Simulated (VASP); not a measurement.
Set up this calculation in VASP 6.6.1, as the native input.

* Task: single point
* Functional: LDA
* Potentials or basis: VASP PAW LDA potentials, release 64 (Si)
* Cutoff: 520 eV
* k mesh: 13 × 13 × 12
* Occupations: gaussian, width 0.15 eV
* Spin: no spin polarisation
* Dipole correction: no
* Further INCAR settings: ALGO = Normal; EDIFF = 1e-06; NBANDS = 8

The structure of Si lies in POSCAR:

```
Si
1.0
    2.5437355871      0.0000000000      0.0000000000
   -1.2718677935      2.2029394422      0.0000000000
    0.0000000000      0.0000000000      2.3887156898
Si
1
Direct
    0.0000000000      0.0000000000      0.0000000000
```

One way to write it, as run:

INCAR

```
SYSTEM = Si
PREC = Accurate
ENCUT = 520
EDIFF = 1E-6
ISMEAR = 0
SIGMA = 0.15
LREAL = .FALSE.
LASPH = .TRUE.
NELM = 80
ALGO = Normal
ISIF = 2
LWAVE = .FALSE.
LCHARG = .FALSE.
GGA = CA
NBANDS = 8
```

KPOINTS

```
regular mesh
0
G
  13 13 12
  0 0 0
```

Potentials or basis: VASP PAW LDA potentials, release 64 (Si).

Run with:

```console
$ cat potpaw_LDA.64/Si/POTCAR > POTCAR
$ mpirun -np 1 vasp_std > vasp.out
```

It gave:

| Quantity | Value |
| --- | --- |
| Pressure | 12.0 GPa |
| Band gap on the k mesh | zero (band 2 reaches 18.51 eV, above the bottom of band 3 at 6.65 eV) |

It took 14 s on 1 thread of AMD EPYC 7R43 64-Core Processor (Zen 3) (shared host), peak memory 0.08 GiB.
